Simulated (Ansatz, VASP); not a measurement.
**KBr: VASP beside Ansatz**

```xyz
2
Lattice="2.9901 2.9901 0.0000 -2.9901 2.9901 0.0000 0.0000 2.9901 2.9901" Properties=species:S:1:pos:R:3 pbc="T T T"
K     0.0000    0.0000    0.0000
Br    0.0000    2.9901    0.0000
```

Alike in both runs: task single point; functional r2SCAN; k mesh 6 × 6 × 6; no spin polarisation.

|  | VASP | Ansatz |
| --- | --- | --- |
| version | VASP 6.6.1 | Ansatz 0.2.0 |
| potentials or method | VASP PAW PBE potentials, release 64 (K_sv, Br) | PAW with Ansatz's default frozen-core files, scalar-relativistic |
| plane-wave cutoff (eV) | 520 | 500 |
| occupations | gaussian, width 0.01 eV | fixed |
| valence electrons in the cell | 16 | 16 |

```tsv
	VASP	Ansatz	Ansatz less VASP
gap on the k mesh at the Fermi level (eV)	5.79	5.79	-0.004
pressure (GPa)	10.1	10.0	-0.10
```

VASP's potentials were made for PBE, not for r2SCAN.
